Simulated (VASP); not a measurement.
# CaO (Amm2) in VASP: single point with PBEsol

Aim: the single point of CaO with PBEsol.

All numbers are computed with VASP 6.6.1; they aren't measurements. Logs are shortened: lines on timing, memory, paths and dates and some standing lists are left out, and cuts for length are marked.

## 1. The cell of the first run

It takes space group Amm2 (No. 38, orthorhombic). The conventional cell has a = 4.785 Å, b = 3.992 Å, c = 6.914 Å, α = 90.00°, β = 90.00°, γ = 90.00°. Within 2.9 Å of Ca (site symmetry mm2) lie 5 O at 2.18 to 2.40 Å. Within 3.0 Å of Ca (site symmetry mm2) lie 5 O at 2.24 to 2.43 Å. O (site symmetry mm2) has 5 Ca at 2.24 to 2.43 Å within 3.0 Å. O (site symmetry mm2) has 5 Ca at 2.18 to 2.40 Å within 2.9 Å.

## 2. Single point, PBEsol

Contents of INCAR:

```
SYSTEM = CaO
ALGO = Normal
EDIFF = 1E-7
ENCUT = 520
GGA = PS
ISIF = 2
ISMEAR = 0
LASPH = .TRUE.
LCHARG = .TRUE.
LELF = .TRUE.
LREAL = .FALSE.
LVHAR = .TRUE.
LWAVE = .FALSE.
NBANDS = 24
NELM = 60
PREC = Accurate
SIGMA = 0.05
```

Contents of KPOINTS:

```
k-points
0
G
  9 9 6
  0 0 0
```

Contents of POSCAR:

```
CaO
1.0
    3.9919758245      0.0000000000      0.0000000000
   -1.9959879122      3.4571524753      0.0000000000
    0.0000000000      0.0000000000      4.7848400100
Ca O
2 2
Direct
    0.2971764091      0.6485882046      0.7500000000
    0.6305097425      0.3152548712      0.2500000000
    0.3333333333      0.6666666667      0.2500000000
    0.6666666667      0.3333333333      0.7500000000
```

Potentials or basis: VASP PAW PBE potentials, release 64 (Ca_sv, O).

Launch:

```sh
$ cat potpaw_PBE.64/Ca_sv/POTCAR potpaw_PBE.64/O/POTCAR > POTCAR
$ mpirun -np 1 vasp_std > vasp.out
```

OUTCAR:

```text
SYSTEM = CaO
   EDIFF = 1E-7
   ENCUT = 520
   GGA = PS
   ISIF = 2
   ISMEAR = 0
   LASPH = .TRUE.
   LREAL = .FALSE.
   NELM = 60
   PREC = Accurate

 ion  position               nearest neighbor table
   1  0.297  0.649  0.750-   4 2.18   4 2.37   4 2.37   3 2.40   3 2.40
   2  0.631  0.315  0.250-   3 2.24   3 2.24   4 2.40   4 2.40   3 2.43
   3  0.333  0.667  0.250-   2 2.24   2 2.24   1 2.40   1 2.40   2 2.43
   4  0.667  0.333  0.750-   1 2.18   1 2.37   1 2.37   2 2.40   2 2.40

  LATTYP: Found a hexagonal cell.
 ALAT       =     3.9919758245
 C/A-ratio  =     1.1986144757

  Lattice vectors:

 A1 = (   3.9919758245,   0.0000000000,   0.0000000000)
 A2 = (  -1.9959879122,   3.4571524753,   0.0000000000)
 A3 = (   0.0000000000,   0.0000000000,   4.7848400100)

Analysis of symmetry for initial positions (statically):
=====================================================================
 Subroutine PRICEL returns:
 Original cell was already a primitive cell.

 Routine SETGRP: Setting up the symmetry group for a
 hexagonal supercell.

 Subroutine GETGRP returns: Found  4 space group operations
 (whereof  2 operations were pure point group operations)
 out of a pool of 24 trial point group operations.

The static configuration has the point symmetry C_1h.
 The point group associated with its full space group is C_2v.

Analysis of symmetry for dynamics (positions and initial velocities):
=====================================================================
 Subroutine PRICEL returns:
 Original cell was already a primitive cell.

 Routine SETGRP: Setting up the symmetry group for a
 hexagonal supercell.

 Subroutine GETGRP returns: Found  4 space group operations
 (whereof  2 operations were pure point group operations)
 out of a pool of 24 trial point group operations.

The dynamic configuration has the point symmetry C_1h.
 The point group associated with its full space group is C_2v.

 Subroutine INISYM returns: Found  4 space group operations
 (whereof  2 operations are pure point group operations),
 and found     1 'primitive' translations

----------------------------------------------------------------------------------------

                                     Primitive cell

  volume of cell :      66.0350

  direct lattice vectors                    reciprocal lattice vectors
     3.991975824  0.000000000  0.000000000     0.250502519  0.144627697  0.000000000
    -1.995987912  3.457152475  0.000000000     0.000000000  0.289255394  0.000000000
     0.000000000  0.000000000  4.784840010     0.000000000  0.000000000  0.208993404

  length of vectors
     3.991975824  3.991975824  4.784840010     0.289255394  0.289255394  0.208993404

  position of ions in fractional coordinates (direct lattice)
     0.297176409  0.648588205  0.750000000
     0.630509743  0.315254871  0.250000000
     0.333333333  0.666666667  0.250000000
     0.666666667  0.333333333  0.750000000

  ion indices of the primitive-cell ions
   primitive index   ion index
                 1           1
                 2           2
                 3           3
                 4           4

----------------------------------------------------------------------------------------

 KPOINTS: k-points

Automatic generation of k-mesh.
 Grid dimensions read from file:
 generate k-points for:    9    9    6

 Generating k-lattice:

  Cartesian coordinates                     Fractional coordinates (reciprocal lattice)
     0.027833613  0.016069744  0.000000000     0.111111111  0.000000000  0.000000000
     0.000000000  0.032139488  0.000000000     0.000000000  0.111111111  0.000000000
     0.000000000  0.000000000  0.034832234     0.000000000  0.000000000  0.166666667

  Length of vectors
     0.032139488  0.032139488  0.034832234

  Shift w.r.t. Gamma in fractional coordinates (k-lattice)
     0.000000000  0.000000000  0.000000000

 Subroutine IBZKPT returns following result:
 ===========================================

 Found    100 irreducible k-points:

 Following reciprocal coordinates:
            Coordinates               Weight
  0.000000  0.000000  0.000000      1.000000
  0.111111  0.000000  0.000000      2.000000
  0.000000  0.111111  0.000000      4.000000
  0.222222  0.000000  0.000000      2.000000
  0.000000  0.222222  0.000000      4.000000
  0.333333 -0.000000  0.000000      2.000000
[... 16 lines left out ...]
 -0.222222 -0.444444  0.000000      4.000000
  0.444444  0.333333  0.000000      4.000000
 [... further k-points ...]
   k-points           NKPTS =    100   k-points in BZ     NKDIM =    100   number of bands    NBANDS=     24
   number of dos      NEDOS =    301   number of ions     NIONS =      4
   total plane-waves  NPLWV =  32400
   dimension x,y,z NGX =    30 NGY =   30 NGZ =   36
   dimension x,y,z NGXF=    60 NGYF=   60 NGZF=   72
   ions per type =               2   2
   NGX,Y,Z   is equivalent  to a cutoff of  12.49, 12.49, 12.51 a.u.
   NGXF,Y,Z  is equivalent  to a cutoff of  24.99, 24.99, 25.02 a.u.
 SYSTEM =  CaO
   PREC   = accura    normal or accurate (medium, high low for compatibility)
   ISTART =      0    job   : 0-new  1-cont  2-samecut
   ICHARG =      2    charge: 1-file 2-atom 10-const
   ISPIN  =      1    spin polarized calculation?
   LNONCOLLINEAR =      F non collinear calculations
   LSORBIT =      F    spin-orbit coupling
   LASPH  =      T    aspherical Exc in radial PAW
   ENCUT  =  520.0 eV  38.22 Ry    6.18 a.u.   7.42  7.42  8.90*2*pi/ulx,y,z
   NELM   =     60;   NELMIN=  2; NELMDL= -5     # of ELM steps
   EDIFF  = 0.1E-06   stopping-criterion for ELM
   LREAL  =      F    real-space projection
   EDIFFG = 0.1E-05   stopping-criterion for IOM
   NSW    =      0    number of steps for IOM
   IBRION =     -1    ionic relax: 0-MD 1-quasi-New 2-CG
   NFREE  =      0    steps in history (QN), initial steepest desc. (CG)
   ISIF   =      2    stress and relaxation
   ISYM   =      2    0-nonsym 1-usesym 2-fastsym
   POTIM  = 0.5000    time-step for ionic-motion
   TEBEG  =    0.0;   TEEND  =   0.0 temperature during run
   PSTRESS=    0.0 pullay stress
   NELECT =      32.0000    total number of electrons
   NUPDOWN=      -1.0000    fix difference up-down
   EMIN   =  10.00;   EMAX   =-10.00  energy-range for DOS
   EFERMI =   0.00;   METHOD = LEGACY
   ISMEAR =     0;   SIGMA  =   0.05  broadening in eV -4-tet -1-fermi 0-gaus
   EFERMI_NEDOS =   21; number of points for ismear=-14 and -15
   IALGO  =     38    algorithm
   IMIX   =      4    mixing-type and parameters
     AMIX     =   0.40;   BMIX     =  1.00
     AMIX_MAG =   1.60;   BMIX_MAG =  1.00
  volume/ion in A,a.u.               =      16.51       111.41
  Fermi-wavevector in a.u.,A,eV,Ry     =   1.285879  2.429960 22.497037  1.653486
  Thomas-Fermi vector in A             =   2.417987
   LORBIT       =      0    0 simple, 1 ext, 2 COOP (PROOUT), +10 PAW based schemes
   GGA     = PS    functional components
   LHFCALC =     F    Hartree Fock is set to
   AEXX    =    0.0000 exact exchange contribution
   IVDW    =     0    specifies the selected vdW correction
   LEPSILON=     F    determine dielectric tensor
   LRPA    =     F    only Hartree local field effects (RPA)
 non-spin polarized calculation
 Gauss-broadening in eV      SIGMA  =   0.05
  energy-cutoff  :      520.00
  volume of cell :       66.03
 maximum number of plane-waves:      1811
 NGX is ok and might be reduce to    30
   NGX = 15   NGY = 15   NGZ = 17

 number of electron      31.9999991 magnetization

 Free energy of the ion-electron system (eV)
  ---------------------------------------------------
  ext. energy  EPLUGINS =         0.00000000
  ---------------------------------------------------
  free energy    TOTEN  =       -26.36594815 eV

  energy without entropy =      -26.36594815  energy(sigma->0) =      -26.36594815

 E-fermi :   1.3421     XC(G=0):  -9.6389

 val. band max:        1.1486813547   @ k =   0.0000   0.0000   0.0000
 cond. band min:       4.2037497508   @ k =   0.0000   0.0000   0.0000
 fundamental gap:      3.0550683961
 Fermi energy:         1.3420898963

 k-point     1 :       0.0000    0.0000    0.0000
  band No.  band energies     occupation
      1     -36.2111      2.00000
      2     -36.0750      2.00000
      3     -17.6479      2.00000
      4     -17.4263      2.00000
      5     -17.3991      2.00000
      6     -17.2107      2.00000
[... 16 lines left out ...]
     23       9.6306      0.00000
     24       9.7237      0.00000

 k-point     2 :       0.1111    0.0000    0.0000
  band No.  band energies     occupation
      1     -36.2059      2.00000
      2     -36.0771      2.00000
      3     -17.6306      2.00000
      4     -17.4806      2.00000
      5     -17.4102      2.00000
      6     -17.2791      2.00000
[... 16 lines left out ...]
     23       9.4975      0.00000
     24       9.6499      0.00000

 k-point     3 :       0.0000    0.1111    0.0000
  band No.  band energies     occupation
      1     -36.2059      2.00000
      2     -36.0771      2.00000
      3     -17.6307      2.00000
      4     -17.4748      2.00000
      5     -17.4176      2.00000
      6     -17.2724      2.00000
[... 16 lines left out ...]
     23       9.3926      0.00000
     24       9.7289      0.00000
[... 514 lines left out ...]
 k-point    23 :      -0.2222   -0.4444    0.0000
  band No.  band energies     occupation
      1     -36.1446      2.00000
      2     -36.1128      2.00000
      3     -17.8200      2.00000
      4     -17.7229      2.00000
      5     -17.5454      2.00000
      6     -17.4066      2.00000
[... 16 lines left out ...]
     23       9.4382      0.00000
     24       9.7252      0.00000

 k-point    24 :       0.4444    0.3333    0.0000
  band No.  band energies     occupation
      1     -36.1445      2.00000
      2     -36.1129      2.00000
      3     -17.8064      2.00000
      4     -17.7384      2.00000
      5     -17.5407      2.00000
      6     -17.4062      2.00000
[... 16 lines left out ...]
     23       9.4337      0.00000
     24       9.7360      0.00000

 [... further k-points ...]

------------------------ aborting loop because EDIFF is reached ----------------------------------------

  FORCE on cell =-STRESS in cart. coord.  units (eV):
  Direction    XX          YY          ZZ          XY          YZ          ZX
  --------------------------------------------------------------------------------------
  -------------------------------------------------------------------------------------
  Total       -0.2723113     -0.3740892     -0.8683178      0.0881422      0.0000000      0.0000000
  in kB       -6.6069715     -9.0763634    -21.0676184      2.1385561      0.0000000      0.0000000
  external PRESSURE =     -12.2503177 kB  Pullay stress =       0.0000000 kB

 VOLUME and BASIS-vectors are now :
 -----------------------------------------------------------------------------
  energy-cutoff  :      520.00
  volume of cell :       66.03
      direct lattice vectors                 reciprocal lattice vectors
     3.991975824  0.000000000  0.000000000     0.250502519  0.144627697  0.000000000
    -1.995987912  3.457152475  0.000000000     0.000000000  0.289255394  0.000000000
     0.000000000  0.000000000  4.784840010     0.000000000  0.000000000  0.208993404

 POSITION                                       TOTAL-FORCE (eV/Angst)
 -----------------------------------------------------------------------------------
     -0.10825      2.24227      3.58863         0.726843      0.419643      0.000000
      1.88773      1.08988      1.19621         0.533594      0.308070      0.000000
     -0.00000      2.30477      1.19621        -0.541764     -0.312788      0.000000
      1.99599      1.15238      3.58863        -0.718672     -0.414925      0.000000
 -----------------------------------------------------------------------------------
    total drift:                                0.000193      0.000112      0.000000

  FREE ENERGIE OF THE ION-ELECTRON SYSTEM (eV)
  ---------------------------------------------------
  free  energy   TOTEN  =       -26.3659481467 eV

  energy  without entropy=      -26.3659481467  energy(sigma->0) =      -26.36594815
```

Run time: 73 s. Hardware: 1 thread of Intel Xeon 6975P-C (Granite Rapids), shared host; peak memory 0.26 GiB.

What came out:

```yaml
Free_energy: -26.3659 eV
Pressure: -1.2 GPa
Largest_force: 0.839 eV/Å
Band_gap_on_the_k_mesh: 3.06 eV
```

Forces in eV/Å, atoms in the order of the input:
```
Ca   0.727  0.420  0.000
Ca   0.534  0.308  0.000
O   -0.542 -0.313  0.000
O   -0.719 -0.415  0.000
```

Caveat: the cell differs from its parent crystal (all Ca atoms moved +0.125 Å, as atom 1 towards its neighbour atom 4 (O) at 2.305 Å); the PAW data sets were made with another functional, which shifts forces and pressure a little; an odd mesh through Γ misses points on the zone boundary, where band edges can lie.
